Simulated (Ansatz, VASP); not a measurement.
## One calculation of TaSi2, two programs

```
Ta Si
1.0
     3.57556    0.00000    0.00000
     0.00000    3.57556    0.00000
     0.00000    0.00000    5.02198
Ta Si
1 2
Direct
  0.50000 0.50000 0.00000
  0.50000 0.50000 0.50000
  0.00000 0.00000 0.00000
```

Alike in both runs: functional PBE; k mesh 6 × 6 × 5; occupations gaussian, width 0.2 eV; no spin polarisation.

Ansatz relaxed the structure, and its values are those at the end. VASP's run is a single point on that final structure, the one shown.

|  | VASP | Ansatz |
| --- | --- | --- |
| version | VASP 6.6.1 | Ansatz 0.2.0 |
| potentials or method | VASP PAW PBE potentials, release 64 (Ta_pv, Si), cutoff 500 eV | scalar-relativistic, plane waves, PAW |
| valence electrons in the cell | 19 | 21 |

```tsv
	VASP	Ansatz	Ansatz less VASP
gap on the k mesh at the Fermi level (eV)	none	none	-
pressure (GPa)	0.1	0.1	-0.05
```

A gap of «none» marks a metal or a gap that the smearing closes. With one functional, cell and mesh, what is left measures potentials, basis and numerics. VASP's potentials hold 19 valence electrons a cell and Ansatz's 21, so a difference there can come from the potentials and not from the codes.

Neither program's run includes spin-orbit coupling.
